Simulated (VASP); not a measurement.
Here is a VASP 6.6.1 calculation.

Contents of INCAR:

```
PREC     = Accurate       # precision mode
ENCUT    = 520            # plane-wave cutoff, eV
EDIFF    = 1E-7           # SCF threshold, eV
ISMEAR   = 0              # smearing method
SIGMA    = 0.15           # smearing width, eV
LREAL    = False          # projectors in reciprocal space
LASPH    = True           # aspherical terms in the spheres
NELM     = 100            # most SCF steps
ALGO     = Fast           # electronic algorithm
ISIF     = 2              # what is computed and relaxed
LWAVE    = False          # write WAVECAR
LCHARG   = False          # write CHGCAR
GGA      = CA             # functional
NBANDS   = 12             # bands
```

Contents of KPOINTS:

```
Automatic mesh
0
Gamma
  22 22 22
```

The input POSCAR:

```
Zn
1.0
   -1.9061342218      1.5309222263      1.5309222263
    1.5309222263     -1.9061342218      1.5309222263
    1.5309222263      1.5309222263     -1.9061342218
Zn
1
Direct
    0.0000000000      0.0000000000      0.0000000000
```

Potentials or basis: VASP PAW LDA potentials, release 64 (Zn).

Command:

```console
$ cat potpaw_LDA.64/Zn/POTCAR > POTCAR
$ mpirun -np 1 vasp_std > vasp.out
```

(1) Estimate the pressure.

(2) Predict the band gap on the k mesh.

Results:

(1) 38.7 GPa.

(2) zero (band 6 reaches 7.17 eV, above the bottom of band 7 at 0.29 eV).
